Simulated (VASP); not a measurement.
Runs of VASP 6.6.1 on Ti. The structure is that of space group P6_3/mmc (No. 194), or close to it. The cells are those of the table. 

```tsv
task	cell	cutoff (eV)	smearing	gap on the mesh (eV)	pressure (GPa)
single point	a = 2.909, b = 2.909, c = 4.603 Å, angles 90.0, 90.0, 120.0°, 2 atoms	520	gaussian 0.1 eV	none	(a)
single point	a = 2.813, b = 2.813, c = 4.466 Å, angles 90.0, 90.0, 120.0°, 2 atoms	520	gaussian 0.1 eV	none	17.4
single point	a = 3.035, b = 3.035, c = 4.795 Å, angles 90.0, 90.0, 120.0°, 2 atoms	520	gaussian 0.1 eV	none	-9.1
single point	a = 2.998, b = 2.998, c = 4.736 Å, angles 90.0, 90.0, 120.0°, 2 atoms	520	gaussian 0.1 eV	none	-6.1
single point	a = 2.877, b = 2.877, c = 4.560 Å, angles 90.0, 90.0, 120.0°, 2 atoms	520	gaussian 0.1 eV	none	7.3
relaxation of cell and atoms	relaxed from a = 2.939, b = 2.939, c = 4.650 Å, angles 90.0, 90.0, 120.0°, 2 atoms	600	fermi-dirac 0.15 eV	none	0.0
single point	a = 2.950, b = 2.950, c = 4.680 Å, angles 90.0, 90.0, 120.0°, 2 atoms	520	gaussian 0.1 eV	none	(b)
relaxation of shape and atoms at fixed volume	relaxed from a = 2.968, b = 2.968, c = 4.696 Å, angles 90.0, 90.0, 120.0°, 2 atoms	600	gaussian 0.1 eV	none	-3.6
relaxation of shape and atoms at fixed volume	relaxed from a = 2.996, b = 2.996, c = 4.742 Å, angles 90.0, 90.0, 120.0°, 2 atoms	600	gaussian 0.1 eV	none	-6.1
single point	a = 2.968, b = 2.968, c = 4.696 Å, angles 90.0, 90.0, 120.0°, 2 atoms	520	gaussian 0.1 eV	none	-3.7
```

Alike in all rows: level PBE; potentials or basis VASP PAW PBE potentials, release 64 (Ti_sv); no spin polarisation; k mesh 18 × 18 × 10.

Task: Estimate the missing entries.

Result: (a) 3.2; (b) -2.1.

Caveats: the cell stands under pressure (at least some runs); the cell stands under tension (at least some runs); the relaxation stopped at its first step, so nothing moved (at least some runs).

A gap of «none» marks levels without a gap at the run's occupations.
